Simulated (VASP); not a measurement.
Wanted: the native input for a VASP 6.6.1 run.

```yaml
Task: single point
Functional: PBE
Potentials_or_basis: VASP PAW PBE potentials, release 64 (Si, C)
Cutoff: 520 eV
k_mesh: 12 × 12 × 12
Occupations: gaussian, width 0.05 eV
Spin: no spin polarisation
Dipole_correction: no
Further_INCAR_settings: ALGO = Normal; EDIFF = 1e-06; NBANDS = 11
```

The structure of SiC lies in POSCAR:

```
SiC
1.0
    0.0000000000      2.2198659591      2.1310713207
    2.2198659591      0.0000000000      2.1310713207
    2.2198659591      2.2198659591      0.0000000000
Si C
1 1
Direct
    0.0000000000      0.0000000000      0.0000000000
    0.7500000000      0.7500000000      0.7500000000
```

This cell differs from its parent crystal: ratio of the length along z to the lengths across it x 0.96, volume and fractional coordinates fixed.

These files were run (other wordings do the same):

INCAR

```
PREC = Accurate
ENCUT = 520
EDIFF = 1E-6
ISMEAR = 0
SIGMA = 0.05
LREAL = False
LASPH = True
NELM = 80
ALGO = Normal
ISIF = 2
LWAVE = False
LCHARG = False
GGA = PE
NBANDS = 11
```

KPOINTS

```
regular mesh
0
Gamma
  12 12 12
```

Potentials or basis: VASP PAW PBE potentials, release 64 (Si, C).

Launch:

```bash
$ cat potpaw_PBE.64/Si/POTCAR potpaw_PBE.64/C/POTCAR > POTCAR
$ mpirun -np 1 vasp_std > vasp.out
```

Results of the run:

| Quantity | Value |
| --- | --- |
| Pressure | -0.2 GPa |
| Band gap on the k mesh | 0.96 eV, indirect (least direct gap 4.48 eV) |

Wall time 8.6 s on 1 thread of Intel(R) Xeon(R) 6975P-C (Granite Rapids) (shared host), peak memory 0.15 GiB.
